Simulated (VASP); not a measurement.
SnPb2O3:

```
Sn Pb O
1.0
     3.88411   -0.02510    0.04117
    -0.02510    4.02681    0.07297
     0.16931    0.30010   16.24800
Sn Pb O
2 4 6
Direct
  0.48754 0.01549 0.91740
  0.99239 0.49310 0.08783
  0.53553 0.99049 0.22331
  0.50528 0.00592 0.57467
  0.99278 0.48083 0.42210
  0.01210 0.50800 0.77658
  0.50958 0.48610 0.85016
  0.51035 0.51810 0.15495
  0.46432 0.50412 0.49882
  0.98601 0.98986 0.84827
  0.99706 0.00689 0.14741
  0.00706 0.00110 0.49851
```

```yaml
Program: VASP 6.6.1
Task: relaxation of cell and atoms
Functional: PBE
Potentials_or_basis: VASP PAW PBE potentials, release 64 (Sn_d, Pb_d, O)
Cutoff: 600 eV
k_mesh: 4 × 4 × 1
Occupations: gaussian, width 0.1 eV
Spin: no spin polarisation
```

At the start: pressure 3.4 GPa; volume 21.17 Å³/atom.

How do energy, volume and symmetry change on relaxing?

Over 15 steps the energy falls by 41.6 meV/atom and the volume is 21.64 Å³/atom (+2.3 %); space group P1 (No. 1, to 0.1 Å) before, Pmm2 (No. 25, to 0.1 Å).

Step by step:
```csv
step,energy change (eV),largest force (eV/Å),pressure (GPa),volume (Å³)
1,0.0000,1.8981,3.41,254.00
2,-0.2389,0.9796,-3.36,270.87
3,-0.3146,0.7370,-1.38,264.95
4,-0.4382,0.3815,-0.33,261.36
5,-0.4564,0.3256,0.33,259.41
6,-0.4814,0.1954,-0.08,260.24
7,-0.4870,0.2125,-0.38,260.86
8,-0.4949,0.1151,0.27,258.93
9,-0.4949,0.1141,0.22,259.09
10,-0.4984,0.0723,-0.03,259.71
11,-0.4984,0.0826,-0.07,259.80
12,-0.4993,0.0306,0.03,259.52
13,-0.4994,0.0335,0.06,259.45
14,-0.4996,0.0264,-0.05,259.76
15,-0.4996,0.0242,-0.05,259.74
```

Final structure:
```
CELL_PARAMETERS angstrom
3.93018 0.00007 -0.00416
0.00061 4.04190 0.00123
-0.01850 0.01133 16.35082
ATOMIC_POSITIONS crystal
Sn 0.49971 0.00017 0.91792
Sn 0.00745 0.50249 0.08344
Pb 0.50860 0.00131 0.22678
Pb 0.49312 0.99770 0.57313
Pb 0.99241 0.49872 0.42412
Pb 0.99814 0.50035 0.77460
O 0.49932 0.50042 0.85129
O 0.50831 0.50159 0.15362
O 0.49275 0.49780 0.50064
O 0.99957 0.00021 0.84771
O 0.00758 0.00108 0.15021
O 0.99305 0.99816 0.49656
```
